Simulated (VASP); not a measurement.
# Mo: single point with PBE+D4

The system is Mo.

```
Mo
1.0
    -1.56884    1.56884    1.56884
     1.56884   -1.56884    1.56884
     1.56884    1.56884   -1.56884
Mo
1
Direct
  0.00000 0.00000 0.00000
```

```json
{"Program": "VASP 6.6.1", "Task": "single point", "Functional": "PBE", "Dispersion": "D4", "Potentials or basis": "VASP PAW PBE potentials, release 64 (Mo_sv)", "Cutoff": "520 eV", "k mesh": "23 × 23 × 23", "Occupations": "fermi-dirac, width 0.1 eV", "Spin": "no spin polarisation"}
```

- Pressure: 0.6 GPa
- Band gap on the k mesh: zero (bands 7 and 8 overlap by 5.30 eV)
- Dispersion energy per atom: -0.616 eV

Levels at points of the mesh, in eV from the Fermi level:
| k point | band 5 | band 6 | band 7 | band 8 | band 9 | band 10 |
| --- | --- | --- | --- | --- | --- | --- |
| (0.00, 0.00, 0.00) | -7.27 | -1.39 | -1.39 | -1.39 | 1.68 | 1.68 |

Run time: 43 s on 1 thread of Intel Xeon 8259CL, with other jobs on the host, peak memory 0.18 GiB.
